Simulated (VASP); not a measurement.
# Tl2WF6 (Fm-3m) in VASP: single point with PBE

Aim: the single point of Tl2WF6 with PBE.

Program: VASP 6.6.1. These are calculated values, not measurements. Logs are shortened: lines on timing, memory, paths and dates and some standing lists are left out, and cuts for length are marked.

### Step 1. The cell of the first run

The structure is cubic, space group Fm-3m (No. 225). Conventional cell: a = 8.945 Å, b = 8.945 Å, c = 8.945 Å, α = 90.00°, β = 90.00°, γ = 90.00°. Within 4.2 Å of Tl (site symmetry -43m) lie 12 F at 3.17 Å and 4 W at 3.87 Å. Within 2.6 Å of W (site symmetry m-3m) lie 6 F at 1.98 Å. F (site symmetry 4mm) has 1 W at 1.98 Å within 2.6 Å.

### Step 2. Single point, PBE, collinear spin (atoms taken out)

Input file INCAR:

```
PREC = Accurate
ENCUT = 520
EDIFF = 1E-6
ISMEAR = 0
SIGMA = 0.1
LREAL = False
LASPH = True
NELM = 150
ALGO = Normal
ISIF = 2
LWAVE = False
LCHARG = True
ISPIN = 2
MAGMOM = 0 0 1 0 0 0 0 0 0
LORBIT = 11
LMAXMIX = 4
GGA = PE
LELF = True
LVHAR = True
NBANDS = 55
```

Input file KPOINTS:

```
Automatic mesh
0
Gamma
  4 4 4
```

Input file POSCAR:

```
Tl2WF6
1.0
    0.0000000000      4.4725712000      4.4725712000
    4.4725712000      0.0000000000      4.4725712000
    4.4725712000      4.4725712000      0.0000000000
Tl W F
2 1 6
Direct
    0.2500000000      0.2500000000      0.2500000000
    0.7500000000      0.7500000000      0.7500000000
    0.0000000000      0.0000000000      0.0000000000
    0.7780980000      0.2219020000      0.2219020000
    0.2219020000      0.7780980000      0.7780980000
    0.2219020000      0.7780980000      0.2219020000
    0.7780980000      0.2219020000      0.7780980000
    0.2219020000      0.2219020000      0.7780980000
    0.7780980000      0.7780980000      0.2219020000
```

Potentials or basis: VASP PAW PBE potentials, release 64 (Tl_d, W_sv, F).

The run is started by

```bash
$ cat potpaw_PBE.64/Tl_d/POTCAR potpaw_PBE.64/W_sv/POTCAR potpaw_PBE.64/F/POTCAR > POTCAR
$ mpirun -np 1 vasp_std > vasp.out
```

OUTCAR:

```text
PREC = Accurate
   ENCUT = 520
   EDIFF = 1E-6
   ISMEAR = 0
   LREAL = False
   LASPH = True
   NELM = 150
   ISIF = 2
   ISPIN = 2
   LORBIT = 11
   GGA = PE

 ion  position               nearest neighbor table
   1  0.250  0.250  0.250-
   2  0.750  0.750  0.750-
   3  0.000  0.000  0.000-   4 1.98   5 1.98   6 1.98   7 1.98   8 1.98   9 1.98
   4  0.778  0.222  0.222-   3 1.98
   5  0.222  0.778  0.778-   3 1.98
   6  0.222  0.778  0.222-   3 1.98
   7  0.778  0.222  0.778-   3 1.98
   8  0.222  0.222  0.778-   3 1.98
   9  0.778  0.778  0.222-   3 1.98

  LATTYP: Found a face centered cubic cell.
 ALAT       =     8.9451424000

  Lattice vectors:

 A1 = (   0.0000000000,   4.4725712000,   4.4725712000)
 A2 = (   4.4725712000,   0.0000000000,   4.4725712000)
 A3 = (   4.4725712000,   4.4725712000,   0.0000000000)

Analysis of symmetry for initial positions (statically):
=====================================================================
 Subroutine PRICEL returns:
 Original cell was already a primitive cell.

 Routine SETGRP: Setting up the symmetry group for a
 face centered cubic supercell.

 Subroutine GETGRP returns: Found 48 space group operations
 (whereof 48 operations were pure point group operations)
 out of a pool of 48 trial point group operations.

The static configuration has the point symmetry O_h .

Analysis of symmetry for dynamics (positions and initial velocities):
=====================================================================
 Subroutine PRICEL returns:
 Original cell was already a primitive cell.

 Routine SETGRP: Setting up the symmetry group for a
 face centered cubic supercell.

 Subroutine GETGRP returns: Found 48 space group operations
 (whereof 48 operations were pure point group operations)
 out of a pool of 48 trial point group operations.

The dynamic configuration has the point symmetry O_h .

Analysis of structural, dynamic, and magnetic symmetry:
=====================================================================
 Subroutine PRICEL returns:
 Original cell was already a primitive cell.

 Routine SETGRP: Setting up the symmetry group for a
 face centered cubic supercell.

 Subroutine GETGRP returns: Found 48 space group operations
 (whereof 48 operations were pure point group operations)
 out of a pool of 48 trial point group operations.

The overall configuration has the point symmetry O_h .

 Subroutine INISYM returns: Found 48 space group operations
 (whereof 48 operations are pure point group operations),
 and found     1 'primitive' translations

[... 138 lines left out ...]

 E-fermi :   3.1788     XC(G=0):  -8.5840

 val. band max:        3.1704337487   @ k =   0.5000   0.2500   0.0000
 cond. band min:       3.1835760637   @ k =   0.5000   0.2500   0.0000
 fundamental gap:      0.0131423150
 Fermi energy:         3.1788259475

 spin component 1

 k-point     1 :       0.0000    0.0000    0.0000
  band No.  band energies     occupation
      1     -73.1160      1.00000
      2     -37.5407      1.00000
      3     -37.5407      1.00000
      4     -37.5407      1.00000
      5     -21.8663      1.00000
      6     -21.5953      1.00000
[... 437 lines left out ...]
     52      10.2765      0.00000
     53      10.7612      0.00000
 Fermi energy:         3.1788259475

 spin component 2

 k-point     1 :       0.0000    0.0000    0.0000
  band No.  band energies     occupation
      1     -72.3042      1.00000
      2     -36.4708      1.00000
      3     -36.4708      1.00000
      4     -36.4708      1.00000
      5     -21.7912      1.00000
      6     -21.5275      1.00000
[... 437 lines left out ...]
     52      10.8070      0.00000
     53      10.8416      0.00000
 [bands above 53 left out]

------------------------ aborting loop because EDIFF is reached ----------------------------------------

  FORCE on cell =-STRESS in cart. coord.  units (eV):
  Direction    XX          YY          ZZ          XY          YZ          ZX
  --------------------------------------------------------------------------------------
  -------------------------------------------------------------------------------------
  Total        0.5560425      0.5560425      0.5560425      0.0000000      0.0000000      0.0000000
  in kB        4.9787096      4.9787096      4.9787096      0.0000000      0.0000000      0.0000000
  external PRESSURE =       4.9787096 kB  Pullay stress =       0.0000000 kB

 VOLUME and BASIS-vectors are now :
 -----------------------------------------------------------------------------
  energy-cutoff  :      520.00
  volume of cell :      178.94
      direct lattice vectors                 reciprocal lattice vectors
     0.000000000  4.472571200  4.472571200    -0.111792519  0.111792519  0.111792519
     4.472571200  0.000000000  4.472571200     0.111792519 -0.111792519  0.111792519
     4.472571200  4.472571200  0.000000000     0.111792519  0.111792519 -0.111792519

 POSITION                                       TOTAL-FORCE (eV/Angst)
 -----------------------------------------------------------------------------------
      2.23629      2.23629      2.23629         0.000000     -0.000000      0.000000
      6.70886      6.70886      6.70886        -0.000000     -0.000000      0.000000
      0.00000      0.00000      0.00000        -0.000000     -0.000000      0.000000
      1.98494      4.47257      4.47257         0.194324     -0.000000      0.000000
      6.96020      4.47257      4.47257        -0.194324     -0.000000      0.000000
      4.47257      1.98494      4.47257         0.000000      0.194324      0.000000
      4.47257      6.96020      4.47257         0.000000     -0.194324      0.000000
      4.47257      4.47257      1.98494         0.000000     -0.000000      0.194324
      4.47257      4.47257      6.96020         0.000000     -0.000000     -0.194324
 -----------------------------------------------------------------------------------
    total drift:                               -0.000000     -0.000000      0.000000

  FREE ENERGIE OF THE ION-ELECTRON SYSTEM (eV)
  ---------------------------------------------------
  free  energy   TOTEN  =       -47.4158748142 eV

  energy  without entropy=      -47.3471377824  energy(sigma->0) =      -47.38150630

 total charge

# of ion       s       p       d       tot
------------------------------------------
    1        1.334   0.047   9.674  11.056
    2        1.334   0.047   9.674  11.056
    3        2.286   6.330   3.151  11.767
    4        1.741   4.332   0.000   6.073
    5        1.741   4.332   0.000   6.073
    6        1.741   4.332   0.000   6.073
    7        1.741   4.332   0.000   6.073
    8        1.741   4.332   0.000   6.073
    9        1.741   4.332   0.000   6.073
--------------------------------------------------
tot         15.400  32.419  22.500  70.319

 magnetization (x)

# of ion       s       p       d       tot
------------------------------------------
    1       -0.000   0.003   0.000   0.003
    2       -0.000   0.003   0.000   0.003
    3        0.017   0.013   1.546   1.576
    4        0.000   0.030   0.000   0.031
    5        0.000   0.030   0.000   0.031
    6        0.000   0.030   0.000   0.031
    7        0.000   0.030   0.000   0.031
    8        0.000   0.030   0.000   0.031
    9        0.000   0.030   0.000   0.031
--------------------------------------------------
tot          0.018   0.201   1.546   1.765
```

OSZICAR:

```text
N       E                     dE             d eps       ncg     rms          rms(c)
DAV:   1     0.685697325620E+03    0.68570E+03   -0.43744E+04  1760   0.144E+03
DAV:   2    -0.469344049499E+01   -0.69039E+03   -0.66423E+03  2015   0.388E+02
DAV:   3    -0.535453127855E+02   -0.48852E+02   -0.48440E+02  2028   0.993E+01
DAV:   4    -0.541514110101E+02   -0.60610E+00   -0.60465E+00  1942   0.120E+01
DAV:   5    -0.541595899832E+02   -0.81790E-02   -0.81779E-02  1993   0.133E+00    0.331E+01
DAV:   6    -0.485774665736E+02    0.55821E+01   -0.55459E+01  2050   0.309E+01    0.126E+01
DAV:   7    -0.475859867663E+02    0.99148E+00   -0.38239E+00  1837   0.116E+01    0.118E+01
DAV:   8    -0.474410499373E+02    0.14494E+00   -0.42901E-01  1938   0.331E+00    0.631E+00
DAV:   9    -0.474175040700E+02    0.23546E-01   -0.29855E-01  1970   0.225E+00    0.142E+00
DAV:  10    -0.474130430387E+02    0.44610E-02   -0.12171E-01  1932   0.168E+00    0.535E-01
DAV:  11    -0.474152291825E+02   -0.21861E-02   -0.10600E-02  1816   0.457E-01    0.203E-01
DAV:  12    -0.474155649831E+02   -0.33580E-03   -0.47805E-04  1914   0.106E-01    0.101E-01
DAV:  13    -0.474158587450E+02   -0.29376E-03   -0.29140E-04  1809   0.792E-02    0.378E-02
DAV:  14    -0.474158742437E+02   -0.15499E-04   -0.56766E-05  1788   0.353E-02    0.122E-02
DAV:  15    -0.474158748142E+02   -0.57043E-06   -0.29755E-06  1671   0.848E-03
   1 F= -.47415875E+02 E0= -.47381506E+02  d E =-.687370E-01  mag=     2.0001
```

Wall time 2.8 min (1 thread of Intel Xeon Platinum 8259CL at 2.50GHz (Skylake/Cascade Lake), shared host); peak memory 0.46 GiB.

What came out:

| Item | Value |
| --- | --- |
| Free energy | -47.4159 eV |
| Pressure | 0.5 GPa |
| Largest force | 0.194 eV/Å |
| Band gap on the k mesh | zero (filled and empty bands overlap) |
| Net moment | 2.00 μB per cell |
| Site moments | Tl +0.00; W +1.58; F +0.03 μB |
| Valence electrons inside the program's atomic spheres | Tl 11.06; W 11.77; F 6.07 |

Forces on the atoms (eV/Å):
```
Tl   0.000  0.000  0.000
Tl   0.000  0.000  0.000
W    0.000  0.000  0.000
F    0.194  0.000  0.000
F   -0.194  0.000  0.000
F    0.000  0.194  0.000
F    0.000 -0.194  0.000
F    0.000  0.000  0.194
F    0.000  0.000 -0.194
```

Levels at points of the mesh, in eV from the Fermi level:
Spin up:
```tsv
k point	band 40	band 41	band 42	band 43	band 44	band 45	band 46	band 47
(0.00, 0.00, 0.00)	-5.24	-0.13	-0.13	-0.13	2.55	2.55	2.55	3.87
(0.50, 0.00, 0.00)	-4.59	-0.08	-0.02	-0.02	1.89	1.97	2.63	2.63
(0.50, 0.50, 0.00)	-4.42	-0.05	0.03	0.03	0.55	1.69	1.69	3.50
```
Spin down:
| k point | band 36 | band 37 | band 38 | band 39 | band 40 | band 41 | band 42 | band 43 | band 44 | band 45 |
| --- | --- | --- | --- | --- | --- | --- | --- | --- | --- | --- |
| (0.00, 0.00, 0.00) | -5.58 | -5.58 | -5.15 | -5.15 | -5.15 | 1.31 | 1.31 | 1.31 | 2.59 | 2.59 |
| (0.50, 0.00, 0.00) | -5.25 | -5.25 | -5.22 | -5.09 | -4.54 | 1.17 | 1.41 | 1.41 | 2.00 | 2.11 |
| (0.50, 0.50, 0.00) | -5.35 | -5.35 | -5.14 | -4.76 | -4.36 | 0.61 | 1.36 | 1.42 | 1.42 | 1.72 |

Caveat: the cell differs from its parent crystal (atoms taken out); spin-orbit coupling is left out, which moves the levels of the heavy elements.
